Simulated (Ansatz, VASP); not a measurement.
## One calculation of PtS2, two programs

```xyz
3
Lattice="3.4514 0.0000 0.0000 -1.7257 2.9890 0.0000 0.0000 0.0000 6.4966" Properties=species:S:1:pos:R:3 pbc="T T T"
Pt    0.0000    0.0000    0.0000
S     0.0000    1.9927    1.2995
S     1.7257    0.9963    5.1971
```

Alike in both runs: functional PBE; k mesh 9 × 9 × 4; occupations gaussian, width 0.05 eV; no spin polarisation.

Ansatz relaxed the structure, and its values are those at the end. VASP's run is a single point on that final structure, the one shown.

```csv
,VASP,Ansatz
version,VASP 6.6.1,Ansatz 0.2.0
potentials or method,"VASP PAW PBE potentials, release 64 (Pt, S), cutoff 520 eV","scalar-relativistic, plane waves, PAW"
valence electrons in the cell,22,30
```

```tsv
	VASP	Ansatz	Ansatz less VASP
gap on the k mesh at the Fermi level (eV)	1.56	1.56	0.000
least direct gap on the mesh (eV)	1.67	1.66	-0.003
pressure (GPa)	4.0	4.4	+0.41
rms of the force components (eV/Å)	0.021	0.001	-0.0203
```

The functional is the same, so the differences come from potentials, cutoffs and numerics. VASP's potentials hold 22 valence electrons a cell and Ansatz's 30, so a difference there can come from the potentials and not from the codes. Ansatz's warnings: stress scf threshold loose.

Spin-orbit coupling is off throughout.
